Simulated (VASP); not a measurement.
# Ga (Im-3m) in VASP: further runs

Ga is run at these levels: LDA; tasks: single point.

All numbers are computed with VASP 6.6.1; they aren't measurements. Logs are shortened: lines on timing, memory, paths and dates and some standing lists are left out, and cuts for length are marked.

### 1 The cell of the first run

It takes space group Im-3m (No. 229, cubic). The conventional cell has a = 3.080 Å, b = 3.080 Å, c = 3.080 Å, α = 90.00°, β = 90.00°, γ = 90.00°. Ga (site symmetry m-3m) has 14 Ga at 2.67 to 3.08 Å within 3.5 Å.

This isn't the form of Ga at room conditions, which is orthorhombic.

### 2 Single point, LDA (14.61 Å³/atom)

INCAR

```
PREC     = Accurate       # precision mode
ENCUT    = 520            # plane-wave cutoff, eV
EDIFF    = 1E-7           # SCF threshold, eV
ISMEAR   = -1             # smearing method
SIGMA    = 0.05           # smearing width, eV
LREAL    = False          # projectors in reciprocal space
LASPH    = True           # aspherical terms in the spheres
NELM     = 80             # most SCF steps
ALGO     = Normal         # electronic algorithm
ISIF     = 2              # what is computed and relaxed
LWAVE    = False          # write WAVECAR
LCHARG   = False          # write CHGCAR
NBANDS   = 12             # bands
```

KPOINTS

```
regular mesh
0
Gamma
  16 16 16
```

POSCAR

```
Ga
1.0
   -1.5399504682      1.5399504682      1.5399504682
    1.5399504682     -1.5399504682      1.5399504682
    1.5399504682      1.5399504682     -1.5399504682
Ga
1
Direct
    0.0000000000      0.0000000000      0.0000000000
```

Potentials or basis: VASP PAW LDA potentials, release 64 (Ga_d).

Started as:

```bash
cat potpaw_LDA.64/Ga_d/POTCAR > POTCAR
mpirun -np 1 vasp_std > vasp.out
```

OUTCAR:

```text
PREC = Accurate
   ENCUT = 520
   EDIFF = 1E-7
   ISMEAR = -1
   LREAL = False
   LASPH = True
   NELM = 80
   ISIF = 2

 ion  position               nearest neighbor table
   1  0.000  0.000  0.000-

  LATTYP: Found a body centered cubic cell.
 ALAT       =     3.0799009364

  Lattice vectors:

 A1 = (  -1.5399504682,   1.5399504682,   1.5399504682)
 A2 = (   1.5399504682,  -1.5399504682,   1.5399504682)
 A3 = (   1.5399504682,   1.5399504682,  -1.5399504682)

Analysis of symmetry for initial positions (statically):
=====================================================================
 Subroutine PRICEL returns:
 Original cell was already a primitive cell.

 Routine SETGRP: Setting up the symmetry group for a
 body centered cubic supercell.

 Subroutine GETGRP returns: Found 48 space group operations
 (whereof 48 operations were pure point group operations)
 out of a pool of 48 trial point group operations.

The static configuration has the point symmetry O_h .

Analysis of symmetry for dynamics (positions and initial velocities):
=====================================================================
 Subroutine PRICEL returns:
 Original cell was already a primitive cell.

 Routine SETGRP: Setting up the symmetry group for a
 body centered cubic supercell.

 Subroutine GETGRP returns: Found 48 space group operations
 (whereof 48 operations were pure point group operations)
 out of a pool of 48 trial point group operations.

The dynamic configuration has the point symmetry O_h .

 Subroutine INISYM returns: Found 48 space group operations
 (whereof 48 operations are pure point group operations),
 and found     1 'primitive' translations

----------------------------------------------------------------------------------------

                                     Primitive cell

  volume of cell :      14.6076

  direct lattice vectors                    reciprocal lattice vectors
    -1.539950468  1.539950468  1.539950468     0.000000000  0.324685768  0.324685768
     1.539950468 -1.539950468  1.539950468     0.324685768  0.000000000  0.324685768
     1.539950468  1.539950468 -1.539950468     0.324685768  0.324685768  0.000000000

  length of vectors
     2.667272452  2.667272452  2.667272452     0.459175016  0.459175016  0.459175016

  position of ions in fractional coordinates (direct lattice)
     0.000000000  0.000000000  0.000000000

  ion indices of the primitive-cell ions
   primitive index   ion index
                 1           1

----------------------------------------------------------------------------------------

 KPOINTS: regular mesh

Automatic generation of k-mesh.
 Grid dimensions read from file:
 generate k-points for:   16   16   16

 Generating k-lattice:

  Cartesian coordinates                     Fractional coordinates (reciprocal lattice)
     0.000000000  0.020292860  0.020292860     0.062500000  0.000000000  0.000000000
     0.020292860  0.000000000  0.020292860     0.000000000  0.062500000  0.000000000
     0.020292860  0.020292860  0.000000000     0.000000000  0.000000000  0.062500000

  Length of vectors
     0.028698439  0.028698439  0.028698439

  Shift w.r.t. Gamma in fractional coordinates (k-lattice)
     0.000000000  0.000000000  0.000000000

 Subroutine IBZKPT returns following result:
 ===========================================

 Found    145 irreducible k-points:

 Following reciprocal coordinates:
            Coordinates               Weight
  0.000000  0.000000  0.000000      1.000000
  0.062500  0.000000  0.000000     12.000000
  0.125000  0.000000  0.000000     12.000000
  0.187500  0.000000  0.000000     12.000000
  0.250000  0.000000  0.000000     12.000000
  0.312500  0.000000  0.000000     12.000000
[... 16 lines left out ...]
  0.187500  0.187500  0.000000     24.000000
  0.250000  0.187500  0.000000     48.000000
 [... further k-points ...]
   k-points           NKPTS =    145   k-points in BZ     NKDIM =    145   number of bands    NBANDS=     12
   number of dos      NEDOS =    301   number of ions     NIONS =      1
   total plane-waves  NPLWV =   8000
   dimension x,y,z NGX =    20 NGY =   20 NGZ =   20
   dimension x,y,z NGXF=    40 NGYF=   40 NGZF=   40
   ions per type =               1
   NGX,Y,Z   is equivalent  to a cutoff of  12.47, 12.47, 12.47 a.u.
   NGXF,Y,Z  is equivalent  to a cutoff of  24.93, 24.93, 24.93 a.u.
 SYSTEM =  unknown system
   PREC   = accura    normal or accurate (medium, high low for compatibility)
   ISTART =      0    job   : 0-new  1-cont  2-samecut
   ICHARG =      2    charge: 1-file 2-atom 10-const
   ISPIN  =      1    spin polarized calculation?
   LNONCOLLINEAR =      F non collinear calculations
   LSORBIT =      F    spin-orbit coupling
   LASPH  =      T    aspherical Exc in radial PAW
   ENCUT  =  520.0 eV  38.22 Ry    6.18 a.u.   4.96  4.96  4.96*2*pi/ulx,y,z
   NELM   =     80;   NELMIN=  2; NELMDL= -5     # of ELM steps
   EDIFF  = 0.1E-06   stopping-criterion for ELM
   LREAL  =      F    real-space projection
   EDIFFG = 0.1E-05   stopping-criterion for IOM
   NSW    =      0    number of steps for IOM
   IBRION =     -1    ionic relax: 0-MD 1-quasi-New 2-CG
   NFREE  =      0    steps in history (QN), initial steepest desc. (CG)
   ISIF   =      2    stress and relaxation
   ISYM   =      2    0-nonsym 1-usesym 2-fastsym
   POTIM  = 0.5000    time-step for ionic-motion
   TEBEG  =    0.0;   TEEND  =   0.0 temperature during run
   PSTRESS=    0.0 pullay stress
   NELECT =      13.0000    total number of electrons
   NUPDOWN=      -1.0000    fix difference up-down
   EMIN   =  10.00;   EMAX   =-10.00  energy-range for DOS
   EFERMI =   0.00;   METHOD = LEGACY
   ISMEAR =    -1;   SIGMA  =   0.05  broadening in eV -4-tet -1-fermi 0-gaus
   EFERMI_NEDOS =   21; number of points for ismear=-14 and -15
   IALGO  =     38    algorithm
   IMIX   =      4    mixing-type and parameters
     AMIX     =   0.40;   BMIX     =  1.00
     AMIX_MAG =   1.60;   BMIX_MAG =  1.00
  volume/ion in A,a.u.               =      14.61        98.58
  Fermi-wavevector in a.u.,A,eV,Ry     =   1.574693  2.975738 33.737791  2.479658
  Thomas-Fermi vector in A             =   2.675789
   LORBIT       =      0    0 simple, 1 ext, 2 COOP (PROOUT), +10 PAW based schemes
   GGA     = CA    functional components
   LHFCALC =     F    Hartree Fock is set to
   AEXX    =    0.0000 exact exchange contribution
   IVDW    =     0    specifies the selected vdW correction
   LEPSILON=     F    determine dielectric tensor
   LRPA    =     F    only Hartree local field effects (RPA)
 non-spin polarized calculation
  energy-cutoff  :      520.00
  volume of cell :       14.61
 maximum number of plane-waves:       420
   NGX =  9   NGY =  9   NGZ =  9

 number of electron      12.9999992 magnetization

 Free energy of the ion-electron system (eV)
  ---------------------------------------------------
  ext. energy  EPLUGINS =         0.00000000
  ---------------------------------------------------
  free energy    TOTEN  =        -3.40843552 eV

  energy without entropy =       -3.40441524  energy(sigma->0) =       -3.40642538

 E-fermi :   8.0543     XC(G=0): -12.7006

 val. band max:        8.0057481187   @ k =  -0.4375  -0.4375   0.3125
 cond. band min:       8.0592315028   @ k =   0.3125   0.0625   0.0625
 fundamental gap:      0.0534833841
 Fermi energy:         8.0542828013

 k-point     1 :       0.0000    0.0000    0.0000
  band No.  band energies     occupation
      1      -7.3690      2.00000
      2      -7.3690      2.00000
      3      -7.3690      2.00000
      4      -7.0295      2.00000
      5      -7.0295      2.00000
      6      -5.2207      2.00000
      7      23.8718      0.00000
      8      23.8718      0.00000
      9      23.8718      0.00000
     10      27.5617      0.00000
     11      27.5617      0.00000
     12      27.5617      0.00000

 k-point     2 :       0.0625    0.0000    0.0000
  band No.  band energies     occupation
      1      -7.3754      2.00000
      2      -7.3658      2.00000
      3      -7.3491      2.00000
      4      -7.0360      2.00000
      5      -7.0294      2.00000
      6      -5.0928      2.00000
      7      22.4499      0.00000
      8      23.0751      0.00000
      9      23.5419      0.00000
     10      25.9777      0.00000
     11      26.1798      0.00000
     12      27.1418      0.00000

 k-point     3 :       0.1250    0.0000    0.0000
  band No.  band energies     occupation
      1      -7.3937      2.00000
      2      -7.3619      2.00000
      3      -7.2918      2.00000
      4      -7.0530      2.00000
      5      -7.0289      2.00000
      6      -4.7046      2.00000
      7      19.4969      0.00000
      8      21.6231      0.00000
      9      22.6548      0.00000
     10      24.7984      0.00000
     11      24.9415      0.00000
     12      27.0589      0.00000

 k-point     4 :       0.1875    0.0000    0.0000
  band No.  band energies     occupation
      1      -7.4209      2.00000
      2      -7.3709      2.00000
      3      -7.2048      2.00000
      4      -7.0711      2.00000
      5      -7.0280      2.00000
      6      -4.0487      2.00000
      7      16.3526      0.00000
      8      20.1854      0.00000
      9      21.5646      0.00000
     10      23.6413      0.00000
     11      24.1364      0.00000
     12      27.5343      0.00000

 k-point     5 :       0.2500    0.0000    0.0000
  band No.  band energies     occupation
      1      -7.4530      2.00000
      2      -7.4024      2.00000
      3      -7.1002      2.00000
      4      -7.0783      2.00000
      5      -7.0265      2.00000
      6      -3.1232      2.00000
      7      13.3183      0.00000
      8      18.9250      0.00000
      9      20.5397      0.00000
     10      22.7064      0.00000
     11      23.4786      0.00000
     12      28.3955      0.00000
[... 228 lines left out ...]
      1      -7.5212      2.00000
      2      -7.4705      2.00000
      3      -7.0594      2.00000
      4      -7.0452      2.00000
      5      -6.8845      2.00000
      6       1.6263      2.00000
      7       5.7680      2.00000
      8      13.6088      0.00000
      9      17.3324      0.00000
     10      22.9694      0.00000
     11      26.2569      0.00000
     12      30.2067      0.00000

 k-point    22 :       0.4375    0.1250   -0.0000
  band No.  band energies     occupation
      1      -7.5287      2.00000
      2      -7.4795      2.00000
      3      -7.0502      2.00000
      4      -7.0496      2.00000
      5      -6.8665      2.00000
      6       3.4582      2.00000
      7       3.6995      2.00000
      8      13.4726      0.00000
      9      17.2046      0.00000
     10      22.8749      0.00000
     11      26.2007      0.00000
     12      31.7911      0.00000

 k-point    23 :       0.1875    0.1875    0.0000
  band No.  band energies     occupation
      1      -7.4673      2.00000
      2      -7.3759      2.00000
      3      -7.0928      2.00000
      4      -7.0908      2.00000
      5      -7.0021      2.00000
      6      -1.6580      2.00000
      7      12.2733      0.00000
      8      13.0646      0.00000
      9      18.2856      0.00000
     10      25.1241      0.00000
     11      25.2750      0.00000
     12      29.9648      0.00000

 k-point    24 :       0.2500    0.1875    0.0000
  band No.  band energies     occupation
      1      -7.4885      2.00000
      2      -7.3827      2.00000
      3      -7.0881      2.00000
      4      -7.0803      2.00000
      5      -6.9668      2.00000
      6      -0.3353      2.00000
      7       9.8757      0.00000
      8      11.9721      0.00000
      9      17.5838      0.00000
     10      24.6585      0.00000
     11      26.2998      0.00000
     12      30.2782      0.00000

 [... further k-points ...]
[... 5 lines left out ...]
  --------------------------------------------------------------------------------------
  -------------------------------------------------------------------------------------
  Total        1.5582568      1.5582568      1.5582568     -0.0000000      0.0000000      0.0000000
  in kB      170.9107392    170.9107392    170.9107392     -0.0000000      0.0000000      0.0000000
  external PRESSURE =     170.9107392 kB  Pullay stress =       0.0000000 kB

 VOLUME and BASIS-vectors are now :
 -----------------------------------------------------------------------------
  energy-cutoff  :      520.00
  volume of cell :       14.61
      direct lattice vectors                 reciprocal lattice vectors
    -1.539950468  1.539950468  1.539950468     0.000000000  0.324685768  0.324685768
     1.539950468 -1.539950468  1.539950468     0.324685768  0.000000000  0.324685768
     1.539950468  1.539950468 -1.539950468     0.324685768  0.324685768  0.000000000

 POSITION                                       TOTAL-FORCE (eV/Angst)
 -----------------------------------------------------------------------------------
      0.00000      0.00000      0.00000        -0.000000      0.000000      0.000000
 -----------------------------------------------------------------------------------
    total drift:                                0.000000     -0.000000      0.000000

  FREE ENERGIE OF THE ION-ELECTRON SYSTEM (eV)
  ---------------------------------------------------
  free  energy   TOTEN  =        -3.4084355218 eV

  energy  without entropy=       -3.4044152424  energy(sigma->0) =       -3.40642538
```

It took 16 s on 1 thread of Intel Xeon Platinum 8488C (Sapphire Rapids), shared host; peak memory 0.13 GiB.

Results:

```
Free energy            : -3.4084 eV
Pressure               : 17.1 GPa
Band gap on the k mesh : zero (an odd number of electrons rules out a gap without spin polarisation)
```

Caveat: the cell stands under pressure.

### 3 Single point, LDA (16.00 Å³/atom)

This run uses another cell than the first one, of 16.00 Å³/atom.

INCAR

```
PREC = Accurate
ENCUT = 520
EDIFF = 1E-6
ISMEAR = -1
SIGMA = 0.05
LREAL = False
LASPH = True
NELM = 100
ALGO = Normal
ISIF = 2
LWAVE = False
LCHARG = False
NBANDS = 12
```

KPOINTS

```
Automatic mesh
0
Gamma
  16 16 16
```

POSCAR

```
Ga
1.0
   -1.5873630470      1.5873630470      1.5873630470
    1.5873630470     -1.5873630470      1.5873630470
    1.5873630470      1.5873630470     -1.5873630470
Ga
1
Direct
    0.0000000000      0.0000000000      0.0000000000
```

Potentials or basis: VASP PAW LDA potentials, release 64 (Ga_d).

Started as:

```bash
cat potpaw_LDA.64/Ga_d/POTCAR > POTCAR
mpirun -np 1 vasp_std > vasp.out
```

It took 15 s on 1 thread of Intel Xeon Platinum 8488C (Sapphire Rapids), shared host; peak memory 0.14 GiB.

The run converged. Its results:

| Quantity | Value |
| --- | --- |
| Free energy | -3.5080 eV |
| Pressure | 6.6 GPa |
| Band gap on the k mesh | zero (an odd number of electrons rules out a gap without spin polarisation) |

Levels at points of the mesh, in eV from the Fermi level:
| k point | band 4 | band 5 | band 6 | band 7 | band 8 | band 9 |
| --- | --- | --- | --- | --- | --- | --- |
| (0.00, 0.00, 0.00) | -14.94 | -14.94 | -12.40 | 14.52 | 14.52 | 14.52 |
| (0.50, 0.00, 0.00) | -14.94 | -14.77 | -4.60 | -4.51 | 7.91 | 9.99 |
| (0.50, 0.50, 0.50) | -14.81 | -14.81 | 1.63 | 1.63 | 1.63 | 2.77 |

Caveat: the cell stands under pressure.

### 4 Single point, LDA (16.00 Å³/atom)

This run uses another cell than the first one, of 16.00 Å³/atom.

INCAR

```
SYSTEM = Ga
ALGO = Normal
EDIFF = 1E-6
ENCUT = 520
GGA = CA
ISIF = 2
ISMEAR = -1
LASPH = .True.
LCHARG = .True.
LELF = .True.
LREAL = .False.
LVHAR = .True.
LWAVE = .False.
NBANDS = 12
NELM = 100
PREC = Accurate
SIGMA = 0.05
```

KPOINTS

```
k-points
0
Gamma
  16 16 16
  0 0 0
```

POSCAR is that of step 3.

Started as:

```bash
cat potpaw_LDA.64/Ga_d/POTCAR > POTCAR
mpirun -np 1 vasp_std > vasp.out
```

Wall time 13 s (1 thread of Intel Xeon Platinum 8488C (Sapphire Rapids), shared host); peak memory 0.14 GiB.

The run converged. Its results:

```
Free energy            : -3.5080 eV
Pressure               : 6.6 GPa
Band gap on the k mesh : zero (an odd number of electrons rules out a gap without spin polarisation)
```

Levels at points of the mesh, in eV from the Fermi level:
| k point | band 2 | band 3 | band 4 | band 5 | band 6 | band 7 | band 8 | band 9 | band 10 | band 11 |
| --- | --- | --- | --- | --- | --- | --- | --- | --- | --- | --- |
| (0.00, 0.00, 0.00) | -15.22 | -15.22 | -14.94 | -14.94 | -12.40 | 14.52 | 14.52 | 14.52 | 18.93 | 18.93 |
| (0.50, 0.00, 0.00) | -15.34 | -14.96 | -14.94 | -14.77 | -4.60 | -4.51 | 7.91 | 9.99 | 12.48 | 13.36 |
| (0.50, 0.50, 0.50) | -15.39 | -14.81 | -14.81 | -14.81 | 1.63 | 1.63 | 1.63 | 2.77 | 6.09 | 6.09 |

Caveat: the cell stands under pressure.

(Continued in part 2 of 2.)
